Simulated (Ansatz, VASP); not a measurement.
## One calculation of Al, two programs

```xyz
4
Lattice="4.5492 0.0000 0.0000 -2.2746 3.9397 0.0000 0.0000 0.0000 5.5055" Properties=species:S:1:pos:R:3 pbc="T T T"
Al    0.0000    2.6265    1.3764
Al    0.0000    2.6265    4.1291
Al    2.2746    1.3132    4.1291
Al    2.2746    1.3132    1.3764
```

Alike in both runs: functional PBE; k mesh 6 × 6 × 4; occupations gaussian, width 0.1 eV; no spin polarisation.

Ansatz relaxed the structure, and its values are those at the end. VASP's run is a single point on that final structure, the one shown.

|  | VASP | Ansatz |
| --- | --- | --- |
| version | VASP 6.6.1 | Ansatz 0.2.0 |
| potentials or method | VASP PAW PBE potentials, release 64 (Al), cutoff 520 eV | scalar-relativistic, plane waves, PAW |
| valence electrons in the cell | 12 | 12 |

```tsv
	VASP	Ansatz	Ansatz less VASP
gap on the k mesh at the Fermi level (eV)	none	none	-
pressure (GPa)	0.0	0.0	+0.02
```

A gap of «none» marks a metal or a gap that the smearing closes.
